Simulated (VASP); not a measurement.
# Fe (Im-3m) in VASP: further runs

The runs below take Fe through single point, with PBE.

Program: VASP 6.6.1. These are calculated values, not measurements. Logs are shortened: lines on timing, memory, paths and dates and some standing lists are left out, and cuts for length are marked.

## Step 1: The cell of the first run

It takes space group Im-3m (No. 229, cubic). Conventional cell: a = 2.887 Å, b = 2.887 Å, c = 2.887 Å, α = 90.00°, β = 90.00°, γ = 90.00°. Fe (site symmetry m-3m) has 14 Fe at 2.50 to 2.89 Å within 3.3 Å.

## Step 2: Single point, PBE, collinear spin, ferromagnetic start (volume scaled by 1.06)

Input file INCAR:

```
SYSTEM = Fe
PREC = Accurate ; ENCUT = 520
EDIFF = 1E-6 ; ISMEAR = 0
SIGMA = 0.1 ; LREAL = .False.
LASPH = .True. ; NELM = 150
ALGO = Normal ; ISIF = 2
LWAVE = .False. ; LCHARG = .False.
ISPIN = 2 ; MAGMOM = 2.44
LORBIT = 11 ; LMAXMIX = 4
GGA = PE ; NBANDS = 14
```

Input file KPOINTS:

```
regular mesh
0
Gamma
  20 20 20
  0 0 0
```

Input file POSCAR:

```
Fe
1.0
   -1.4435574557      1.4435574557      1.4435574557
    1.4435574557     -1.4435574557      1.4435574557
    1.4435574557      1.4435574557     -1.4435574557
Fe
1
Direct
    0.0000000000      0.0000000000      0.0000000000
```

Potentials or basis: VASP PAW PBE potentials, release 64 (Fe).

Command:

```console
$ cat potpaw_PBE.64/Fe/POTCAR > POTCAR
$ mpirun -np 1 vasp_std > vasp.out
```

OUTCAR:

```text
SYSTEM = Fe
   PREC = Accurate
   ENCUT = 520
   EDIFF = 1E-6
   ISMEAR = 0
   LREAL = .False.
   LASPH = .True.
   NELM = 150
   ISIF = 2
   ISPIN = 2
   LORBIT = 11
   GGA = PE

 ion  position               nearest neighbor table
   1  0.000  0.000  0.000-

  LATTYP: Found a body centered cubic cell.
 ALAT       =     2.8871149114

  Lattice vectors:

 A1 = (  -1.4435574557,   1.4435574557,   1.4435574557)
 A2 = (   1.4435574557,  -1.4435574557,   1.4435574557)
 A3 = (   1.4435574557,   1.4435574557,  -1.4435574557)

Analysis of symmetry for initial positions (statically):
=====================================================================
 Subroutine PRICEL returns:
 Original cell was already a primitive cell.

 Routine SETGRP: Setting up the symmetry group for a
 body centered cubic supercell.

 Subroutine GETGRP returns: Found 48 space group operations
 (whereof 48 operations were pure point group operations)
 out of a pool of 48 trial point group operations.

The static configuration has the point symmetry O_h .

Analysis of symmetry for dynamics (positions and initial velocities):
=====================================================================
 Subroutine PRICEL returns:
 Original cell was already a primitive cell.

 Routine SETGRP: Setting up the symmetry group for a
 body centered cubic supercell.

 Subroutine GETGRP returns: Found 48 space group operations
 (whereof 48 operations were pure point group operations)
 out of a pool of 48 trial point group operations.

The dynamic configuration has the point symmetry O_h .

Analysis of structural, dynamic, and magnetic symmetry:
=====================================================================
 Subroutine PRICEL returns:
 Original cell was already a primitive cell.

 Routine SETGRP: Setting up the symmetry group for a
 body centered cubic supercell.

 Subroutine GETGRP returns: Found 48 space group operations
 (whereof 48 operations were pure point group operations)
 out of a pool of 48 trial point group operations.

The overall configuration has the point symmetry O_h .

 Subroutine INISYM returns: Found 48 space group operations
 (whereof 48 operations are pure point group operations),
 and found     1 'primitive' translations

----------------------------------------------------------------------------------------

                                     Primitive cell

  volume of cell :      12.0327

  direct lattice vectors                    reciprocal lattice vectors
    -1.443557456  1.443557456  1.443557456     0.000000000  0.346366539  0.346366539
     1.443557456 -1.443557456  1.443557456     0.346366539  0.000000000  0.346366539
     1.443557456  1.443557456 -1.443557456     0.346366539  0.346366539  0.000000000

  length of vectors
[... 116 lines left out ...]
   NGX =  9   NGY =  9   NGZ =  9

 number of electron       7.9999995 magnetization       2.2865122

 Free energy of the ion-electron system (eV)
  ---------------------------------------------------
  ext. energy  EPLUGINS =         0.00000000
  ---------------------------------------------------
  free energy    TOTEN  =        -8.22399996 eV

  energy without entropy =       -8.21893501  energy(sigma->0) =       -8.22146749

 E-fermi :   5.2116     XC(G=0): -12.7921

 val. band max:        5.2083736827   @ k =  -0.3000   0.3500   0.2000
 cond. band min:       5.2155550494   @ k =  -0.4000   0.4000   0.0500
 fundamental gap:      0.0071813667
 Fermi energy:         5.2116290181

 spin component 1

 k-point     1 :       0.0000    0.0000    0.0000
  band No.  band energies     occupation
      1      -2.8464      1.00000
      2       3.0390      1.00000
      3       3.0390      1.00000
      4       3.0390      1.00000
      5       4.1482      1.00000
      6       4.1482      1.00000
      7      29.7122      0.00000
      8      29.7122      0.00000
      9      29.7122      0.00000
     10      34.4365      0.00000
     11      34.4365      0.00000
     12      36.4207      0.00000
     13      36.4208      0.00000
     14      36.4237      0.00000
[... 379 lines left out ...]
      3       2.8082      1.00000
      4       3.9949      1.00000
      5       4.3262      1.00000
      6       4.8926      1.00000
      7      18.3461      0.00000
      8      22.7750      0.00000
      9      26.0021      0.00000
     10      29.5671      0.00000
     11      33.6664      0.00000
     12      35.1568      0.00000
     13      40.7570      0.00000
     14      42.6761      0.00000

 [... further k-points ...]

 spin component 2

 k-point     1 :       0.0000    0.0000    0.0000
  band No.  band energies     occupation
      1      -2.6917      1.00000
      2       5.0553      0.98645
      3       5.0555      0.98639
      4       5.0555      0.98639
      5       6.9704      0.00000
      6       6.9706      0.00000
      7      29.4273      0.00000
      8      29.4273      0.00000
      9      29.4273      0.00000
     10      34.5989      0.00000
     11      34.5989      0.00000
     12      37.0877      0.00000
     13      37.0877      0.00000
     14      37.0878      0.00000
[... 379 lines left out ...]
      3       4.5126      1.00000
      4       6.5925      0.00000
      5       6.9652      0.00000
      6       7.2011      0.00000
      7      19.0986      0.00000
      8      23.1832      0.00000
      9      26.5622      0.00000
     10      29.7797      0.00000
     11      34.1653      0.00000
     12      35.4730      0.00000
     13      40.9679      0.00000
     14      43.1108      0.00000

 [... further k-points ...]
[... 5 lines left out ...]
  --------------------------------------------------------------------------------------
  -------------------------------------------------------------------------------------
  Total       -0.7147115     -0.7147115     -0.7147115      0.0000000      0.0000000      0.0000000
  in kB      -95.1654123    -95.1654123    -95.1654123      0.0000000      0.0000000      0.0000000
  external PRESSURE =     -95.1654123 kB  Pullay stress =       0.0000000 kB

 VOLUME and BASIS-vectors are now :
 -----------------------------------------------------------------------------
  energy-cutoff  :      520.00
  volume of cell :       12.03
      direct lattice vectors                 reciprocal lattice vectors
    -1.443557456  1.443557456  1.443557456     0.000000000  0.346366539  0.346366539
     1.443557456 -1.443557456  1.443557456     0.346366539  0.000000000  0.346366539
     1.443557456  1.443557456 -1.443557456     0.346366539  0.346366539  0.000000000

 POSITION                                       TOTAL-FORCE (eV/Angst)
 -----------------------------------------------------------------------------------
      0.00000      0.00000      0.00000        -0.000000     -0.000000      0.000000
 -----------------------------------------------------------------------------------
    total drift:                               -0.000000     -0.000000      0.000000

  FREE ENERGIE OF THE ION-ELECTRON SYSTEM (eV)
  ---------------------------------------------------
  free  energy   TOTEN  =        -8.2239999609 eV

  energy  without entropy=       -8.2189350127  energy(sigma->0) =       -8.22146749

 total charge

# of ion       s       p       d       tot
------------------------------------------
    1        0.463   0.490   6.202   7.156

 magnetization (x)

# of ion       s       p       d       tot
------------------------------------------
    1       -0.014  -0.054   2.362   2.294
```

OSZICAR:

```text
N       E                     dE             d eps       ncg     rms          rms(c)
DAV:   1     0.215804326357E+02    0.21580E+02   -0.38028E+03 15626   0.681E+02
DAV:   2    -0.830959492015E+01   -0.29890E+02   -0.27522E+02 15704   0.127E+02
DAV:   3    -0.924708219864E+01   -0.93749E+00   -0.93088E+00 17512   0.234E+01
DAV:   4    -0.925021517994E+01   -0.31330E-02   -0.31328E-02 16640   0.122E+00
DAV:   5    -0.925023065641E+01   -0.15476E-04   -0.15476E-04 17420   0.892E-02    0.108E+01
DAV:   6    -0.833660352655E+01    0.91363E+00   -0.11622E+01 17942   0.386E+01    0.636E+00
DAV:   7    -0.823445784534E+01    0.10215E+00   -0.96974E-01 17708   0.106E+01    0.344E+00
DAV:   8    -0.823037892375E+01    0.40789E-02   -0.12065E-02 17166   0.618E-01    0.141E+00
DAV:   9    -0.822382092227E+01    0.65580E-02   -0.94484E-03 19526   0.507E-01    0.390E-01
DAV:  10    -0.822399459361E+01   -0.17367E-03   -0.16994E-03 16394   0.361E-01    0.145E-01
DAV:  11    -0.822399718844E+01   -0.25948E-05   -0.32206E-04 17138   0.156E-01    0.574E-02
DAV:  12    -0.822399982271E+01   -0.26343E-05   -0.90758E-06 17144   0.349E-02    0.197E-02
DAV:  13    -0.822399996092E+01   -0.13821E-06   -0.14213E-06 12798   0.732E-03
   1 F= -.82240000E+01 E0= -.82214675E+01  d E =-.506495E-02  mag=     2.2858
```

stdout:

```text
POSCAR found type information on POSCAR Fe
 POSCAR found :  1 types and       1 ions
 scaLAPACK will be used
 LDA part: xc-table for (Slater+PW92), standard interpolation
 POSCAR, INCAR and KPOINTS ok, starting setup
 FFT: planning ... GRIDC
 FFT: planning ... GRID_SOFT
 FFT: planning ... GRID
 WAVECAR not read
 entering main loop
```

It took 46 s on 1 thread of AMD EPYC 9R45 (Zen 5), shared host; peak memory 0.15 GiB.

Results:

| Item | Value |
| --- | --- |
| Free energy | -8.2240 eV |
| Pressure | -9.5 GPa |
| Net moment | 2.29 μB per cell |
| Site moments | Fe +2.29 μB |
| Valence electrons inside the program's atomic spheres | Fe 7.16 |

Levels at points of the mesh, in eV from the Fermi level:
Spin up:
```csv
k point,band 1,band 2,band 3,band 4,band 5,band 6,band 7,band 8,band 9,band 10
"(0.00, 0.00, 0.00)",-8.06,-2.17,-2.17,-2.17,-1.06,-1.06,24.50,24.50,24.50,29.22
"(0.50, 0.00, 0.00)",-4.59,-3.16,-1.01,-0.90,0.29,0.58,6.88,17.92,19.37,22.69
"(0.50, 0.50, 0.50)",-4.49,-4.49,0.04,0.04,0.04,9.58,9.58,9.58,15.11,15.11
```
Spin down:
```csv
k point,band 1,band 2,band 3,band 4,band 5,band 6
"(0.00, 0.00, 0.00)",-7.90,-0.16,-0.16,-0.16,1.76,1.76
"(0.50, 0.00, 0.00)",-3.26,-1.35,0.66,1.62,1.99,2.62
"(0.50, 0.50, 0.50)",-2.60,-2.60,2.34,2.34,2.34,9.84
```

Caveat: the cell differs from its parent crystal (volume scaled by 1.06).

## Step 3: Single point, PBE, collinear spin, ferromagnetic start (volume scaled by 1.10)

Input file INCAR:

```
  ALGO = Normal
  EDIFF = 1E-6
  ENCUT = 520
  GGA = PE
  ISIF = 2
  ISMEAR = 0
  ISPIN = 2
  LASPH = True
  LCHARG = False
  LMAXMIX = 4
  LORBIT = 11
  LREAL = False
  LWAVE = False
  MAGMOM = 2.44
  NBANDS = 14
  NELM = 150
  PREC = Accurate
  SIGMA = 0.1
```

Input file KPOINTS:

```
k-points
0
Gamma
  20 20 20
```

Input file POSCAR:

```
Fe
1.0
   -1.4614916802      1.4614916802      1.4614916802
    1.4614916802     -1.4614916802      1.4614916802
    1.4614916802      1.4614916802     -1.4614916802
Fe
1
Direct
    0.0000000000      0.0000000000      0.0000000000
```

Potentials or basis: VASP PAW PBE potentials, release 64 (Fe).

Command:

```console
$ cat potpaw_PBE.64/Fe/POTCAR > POTCAR
$ mpirun -np 1 vasp_std > vasp.out
```

It took 48 s on 1 thread of AMD EPYC 9R45 (Zen 5), shared host; peak memory 0.15 GiB.

It converged, with:

| Item | Value |
| --- | --- |
| Free energy | -8.1908 eV |
| Pressure | -13.3 GPa |
| Net moment | 2.39 μB per cell |
| Site moments | Fe +2.40 μB |
| Valence electrons inside the program's atomic spheres | Fe 7.09 |

Levels at points of the mesh, in eV from the Fermi level:
Spin up:
```tsv
k point	band 1	band 2	band 3	band 4	band 5	band 6	band 7	band 8	band 9	band 10
(0.00, 0.00, 0.00)	-7.85	-2.13	-2.13	-2.13	-1.07	-1.07	24.14	24.14	24.14	28.65
(0.50, 0.00, 0.00)	-4.42	-3.06	-1.02	-0.91	0.19	0.60	6.56	17.60	18.81	22.15
(0.50, 0.50, 0.50)	-4.30	-4.30	-0.04	-0.04	-0.04	9.32	9.32	9.32	14.75	14.75
```
Spin down:
| k point | band 1 | band 2 | band 3 | band 4 | band 5 | band 6 | band 7 | band 8 |
| --- | --- | --- | --- | --- | --- | --- | --- | --- |
| (0.00, 0.00, 0.00) | -7.70 | 0.00 | 0.00 | 0.00 | 1.82 | 1.82 | 23.83 | 23.83 |
| (0.50, 0.00, 0.00) | -3.03 | -1.14 | 0.67 | 1.68 | 2.04 | 2.66 | 8.04 | 17.62 |
| (0.50, 0.50, 0.50) | -2.36 | -2.36 | 2.39 | 2.39 | 2.39 | 9.60 | 9.60 | 9.60 |

Caveat: the cell differs from its parent crystal (volume scaled by 1.10).

## Step 4: Single point, PBE, collinear spin, ferromagnetic start

This run uses another cell than the first one, of 11.35 Å³/atom, 0.943 times its volume.

Input file INCAR:

```
  PREC = Accurate
  ENCUT = 520
  EDIFF = 1E-6
  ISMEAR = 0
  SIGMA = 0.1
  LREAL = F
  LASPH = T
  NELM = 150
  ALGO = Normal
  ISIF = 2
  LWAVE = F
  LCHARG = T
  ISPIN = 2
  MAGMOM = 2.44
  LORBIT = 11
  LMAXMIX = 4
  GGA = PE
  LELF = T
  LVHAR = T
  NBANDS = 14
```

Input file KPOINTS:

```
Automatic mesh
0
Gamma
  12 12 24
```

Input file POSCAR:

```
Fe
1.0
    2.8315796545      0.0000000000      0.0000000000
    0.0000000000      2.8315796545      0.0000000000
    1.4157898273     -1.4157898273      1.4157898273
Fe
1
Direct
    0.0000000000      0.0000000000      0.0000000000
```

Command:

```console
$ cat potpaw_PBE.64/Fe/POTCAR > POTCAR
$ mpirun -np 1 vasp_std > vasp.out
```

Wall time 32 s (1 thread of Intel Xeon Platinum 8259CL at 2.50GHz (Skylake/Cascade Lake), shared host); peak memory 0.16 GiB.

Results (log left out):

| Item | Value |
| --- | --- |
| Free energy | -8.2458 eV |
| Pressure | -0.6 GPa |
| Net moment | 2.18 μB per cell |
| Site moments | Fe +2.17 μB |
| Valence electrons inside the program's atomic spheres | Fe 7.27 |

Levels at points of the mesh, in eV from the Fermi level:
Spin up:
| k point | band 1 | band 2 | band 3 | band 4 | band 5 | band 6 | band 7 | band 8 | band 9 | band 10 |
| --- | --- | --- | --- | --- | --- | --- | --- | --- | --- | --- |
| (0.00, 0.00, 0.00) | -8.45 | -2.31 | -2.31 | -2.31 | -1.10 | -1.10 | 25.02 | 25.02 | 25.02 | 30.11 |
| (0.50, 0.00, 0.00) | -4.93 | -3.39 | -1.03 | -0.91 | 0.38 | 0.51 | 7.36 | 18.36 | 20.23 | 23.50 |
| (0.00, 0.00, 0.50) | -4.86 | -4.86 | 0.11 | 0.11 | 0.11 | 9.93 | 9.93 | 9.93 | 15.65 | 15.65 |
Spin down:
```
           k point  band 1  band 2  band 3  band 4  band 5  band 6  band 7
(0.00, 0.00, 0.00)   -8.28   -0.41   -0.41   -0.41    1.64    1.64   24.77
(0.50, 0.00, 0.00)   -3.66   -1.70    0.61    1.50    1.90    2.58    8.71
(0.00, 0.00, 0.50)   -3.05   -3.05    2.28    2.28    2.28   10.20   10.20
```

## Step 5: Single point, PBE, collinear spin, ferromagnetic start

This run uses another cell than the first one, of 11.35 Å³/atom, 0.943 times its volume.

INCAR, as its differences from that of step 4:

```diff
@@ -11,5 +11,5 @@
   LWAVE = F
-  LCHARG = T
+  LCHARG = F
   ISPIN = 2
-  MAGMOM = 2.44
+  MAGMOM = 2.66
   LORBIT = 11
@@ -17,4 +17,2 @@
   GGA = PE
-  LELF = T
-  LVHAR = T
   NBANDS = 14
```

Input file KPOINTS:

```
Automatic mesh
0
Gamma
  20 20 20
```

Input file POSCAR:

```
Fe
1.0
   -1.4157898273      1.4157898273      1.4157898273
    1.4157898273     -1.4157898273      1.4157898273
    1.4157898273      1.4157898273     -1.4157898273
Fe
1
Direct
    0.0000000000      0.0000000000      0.0000000000
```

Command:

```console
$ cat potpaw_PBE.64/Fe/POTCAR > POTCAR
$ mpirun -np 1 vasp_std > vasp.out
```

Run time: 50 s. Hardware: 1 thread of Intel Xeon Platinum 8259CL at 2.50GHz (Skylake/Cascade Lake), shared host; peak memory 0.17 GiB.

Results (log left out):

* Free energy: -8.2452 eV
* Pressure: -0.1 GPa
* Net moment: 2.19 μB per cell
* Site moments: Fe +2.19 μB
* Valence electrons inside the program's atomic spheres: Fe 7.27

Levels at points of the mesh, in eV from the Fermi level:
Spin up:
| k point | band 3 | band 4 | band 5 | band 6 | band 7 | band 8 |
| --- | --- | --- | --- | --- | --- | --- |
| (0.00, 0.00, 0.00) | -2.31 | -2.31 | -1.09 | -1.09 | 25.03 | 25.03 |
| (0.50, 0.00, 0.00) | -1.03 | -0.90 | 0.39 | 0.52 | 7.36 | 18.38 |
| (0.50, 0.50, 0.50) | 0.12 | 0.12 | 0.12 | 9.94 | 9.94 | 9.94 |
Spin down:
```
           k point  band 1  band 2  band 3  band 4  band 5  band 6
(0.00, 0.00, 0.00)   -8.27   -0.39   -0.39   -0.39    1.66    1.66
(0.50, 0.00, 0.00)   -3.64   -1.67    0.63    1.52    1.92    2.61
(0.50, 0.50, 0.50)   -3.03   -3.03    2.30    2.30    2.30   10.22
```

## Step 6: Summary

| cell | k mesh | gap on the mesh (eV) | pressure (GPa) | moment (μB) |
| --- | --- | --- | --- | --- |
| a = 2.500 Å, angles 109.5°, 1 atom | 20 × 20 × 20 | none | -9.5 | 2.29 |
| a = 2.531 Å, angles 109.5°, 1 atom | 20 × 20 × 20 | none | -13.3 | 2.39 |
| a = 2.832, b = 2.832, c = 2.452 Å, angles 125.3, 54.7, 90.0°, 1 atom | 12 × 12 × 24 | none | -0.6 | 2.18 |
| a = 2.452 Å, angles 109.5°, 1 atom | 20 × 20 × 20 | none | -0.1 | 2.19 |

Alike in all rows: task single point; level PBE; potentials or basis VASP PAW PBE potentials, release 64 (Fe); spin collinear, ferromagnetic start; cutoff (eV) 520; smearing gaussian 0.1 eV.

Total energies depend on the potentials used, so only differences within one code and one set of settings carry meaning.
